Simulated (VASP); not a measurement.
Set up this calculation in VASP 6.6.1, as the native input.

- Task: single point
- Functional: PBE
- Potentials or basis: VASP PAW PBE potentials, release 64 (Mo_sv, Se, Zn)
- Cutoff: 520 eV
- k mesh: 9 × 9 × 2
- Occupations: fermi-dirac, width 0.05 eV
- Spin: no spin polarisation
- Dipole correction: no
- Further INCAR settings: ALGO = Normal; EDIFF = 1e-07; NBANDS = 41

The structure of ZnMo2Se4 lies in POSCAR:

```
ZnMo2Se4
1.0
    3.3569717624      0.0000000000      0.0000000000
   -1.6784858812      2.9072228260      0.0000000000
    0.0000000000      0.0000000000     18.1106346931
Mo Se Zn
2 4 1
Direct
    0.6666666667      0.3333333333      0.2392630000
    0.0000000000      0.0000000000      0.7732790000
    0.0000000000      0.0000000000      0.3332870000
    0.6666666667      0.3333333333      0.6788960000
    0.6666666667      0.3333333333      0.8669470000
    0.0000000000      0.0000000000      0.1453890000
    0.0000000000      0.0000000000      0.5199400000
```

The input as run:

INCAR

```
ALGO = Normal
EDIFF = 1E-7
ENCUT = 520
GGA = PE
ISIF = 2
ISMEAR = -1
LASPH = True
LCHARG = False
LREAL = False
LWAVE = False
NBANDS = 41
NELM = 60
PREC = Accurate
SIGMA = 0.05
```

KPOINTS

```
k-points
0
Gamma
  9 9 2
```

Potentials or basis: VASP PAW PBE potentials, release 64 (Mo_sv, Se, Zn).

Run with:

```console
$ cat potpaw_PBE.64/Mo_sv/POTCAR potpaw_PBE.64/Se/POTCAR potpaw_PBE.64/Zn/POTCAR > POTCAR
$ mpirun -np 1 vasp_std > vasp.out
```

It gave:

```yaml
Pressure: -3.5 GPa
Largest_force: 0.632 eV/Å
Band_gap_on_the_k_mesh: 0.25 eV, direct
```

Wall time 3.9 min on 1 thread of Intel(R) Xeon(R) Platinum 8375C CPU @ 2.90GHz (Ice Lake) (shared host), peak memory 0.43 GiB.
